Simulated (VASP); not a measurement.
Wanted: the native input for a VASP 6.6.1 run.

- Task: single point
- Functional: PBE
- Potentials or basis: VASP PAW PBE potentials, release 64 (I)
- Cutoff: 520 eV
- k mesh: 11 × 11 × 11
- Occupations: fermi-dirac, width 0.1 eV
- Spin: no spin polarisation
- Dipole correction: no
- Further INCAR settings: ALGO = Normal; EDIFF = 1e-06; NBANDS = 14

The structure of I lies in POSCAR:

```
I
1.0
    2.1555104350     -1.2444845299      3.5266095477
    0.0000000000      2.4889690598      3.5266095477
   -2.1555104350     -1.2444845299      3.5266095477
I
2
Direct
    0.2500000000      0.2500000000      0.2500000000
   -0.2500000000     -0.2500000000     -0.2500000000
```

These files were run (other wordings do the same):

INCAR

```
SYSTEM = I
ALGO = Normal
EDIFF = 1E-6
ENCUT = 520
GGA = PE
ISIF = 2
ISMEAR = -1
LASPH = .TRUE.
LCHARG = .TRUE.
LELF = .TRUE.
LREAL = .FALSE.
LVHAR = .TRUE.
LWAVE = .FALSE.
NBANDS = 14
NELM = 80
PREC = Accurate
SIGMA = 0.1
```

KPOINTS

```
k-points
0
G
  11 11 11
  0 0 0
```

Potentials or basis: VASP PAW PBE potentials, release 64 (I).

Launch:

```sh
$ cat potpaw_PBE.64/I/POTCAR > POTCAR
$ mpirun -np 1 vasp_std > vasp.out
```

It gave:

The pressure is 23.6 GPa. The band gap on the k mesh is zero (band 7 reaches 9.94 eV, above the bottom of band 8 at 5.54 eV).

Caveat: spin-orbit coupling is left out, which moves the levels of the heavy elements.

It took 63 s on 1 thread of Intel(R) Xeon(R) Platinum 8259CL CPU @ 2.50GHz (Skylake/Cascade Lake), with other jobs on the host, peak memory 0.24 GiB.
